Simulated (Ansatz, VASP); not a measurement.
Sb: VASP beside Ansatz

File INCAR:

```
SYSTEM = Sb
  ALGO = Normal
  EDIFF = 1E-7
  ENCUT = 520
  GGA = CA
  ISIF = 2
  ISMEAR = -1
  LASPH = .True.
  LCHARG = .False.
  LREAL = .False.
  LWAVE = .False.
  NBANDS = 12
  NELM = 80
  PREC = Accurate
  SIGMA = 0.1
```

KPOINTS

```
k-points
0
Gamma
  9 9 9
  0 0 0
```

The input POSCAR:

```
Sb
1.0
    2.1456002536      1.2387628840      3.6587425366
   -2.1456002536      1.2387628840      3.6587425366
    0.0000000000     -2.4775257680      3.6587425366
Sb
2
Direct
    0.2359371474      0.2359371474      0.2359371474
    0.7640628526      0.7640628526      0.7640628526
```

Input for Ansatz:

```yaml
crystal:
  lattice:
    - [2.1456002536, 1.238762884, 3.6587425366]
    - [-2.1456002536, 1.238762884, 3.6587425366]
    - [0.0, -2.477525768, 3.6587425366]
  atoms:
    - { symbol: Sb, position: [0.2359371474, 0.2359371474, 0.2359371474] }
    - { symbol: Sb, position: [0.7640628526, 0.7640628526, 0.7640628526] }
hamiltonian:
  xc: lda
  pseudopotentials:
    kind: paw
    azcp:
      Sb: "pseudopotentials/Sb.paw.azcp"
basis:
  ecutwfc: 420
  fft_grid_basis: typed
kpoints:
  mp_grid: { grid: [9, 9, 9], shift: [0, 0, 0] }
magnetization:
  spin_polarized: false
scf:
  occupations: { method: fermi_dirac, width: 0.1 }
  lower_state_search: "off"
output:
  stress: true
```

Alike in both runs: task single point; functional LDA; k mesh 9 × 9 × 9; occupations fermi-dirac, width 0.1 eV; no spin polarisation.

```csv
,VASP,Ansatz
version,VASP 6.6.1,Ansatz 0.2.0
potentials or method,"VASP PAW LDA potentials, release 64 (Sb), cutoff 520 eV","plane waves (420 eV) with PAW, scalar-relativistic"
valence electrons in the cell,10,30
```

VASP gave:

```
pressure (GPa)                                                : 0.3
traceless stress, the component that is largest in VASP (GPa) : -0.06
```

**Question.** What did Ansatz give for the same quantities?

**Answer.** Pressure (GPa): 0.0; traceless stress, the component that is largest in VASP (GPa): 0.00.

Ansatz warns that its potentials were made for another functional, while VASP's fit it. LDA's correlation is that of Perdew and Zunger in VASP and of Perdew and Wang (1992) in Ansatz. VASP's potentials hold 10 valence electrons a cell and Ansatz's 30, so a difference there can come from the potentials and not from the codes.

Neither program's run includes spin-orbit coupling.
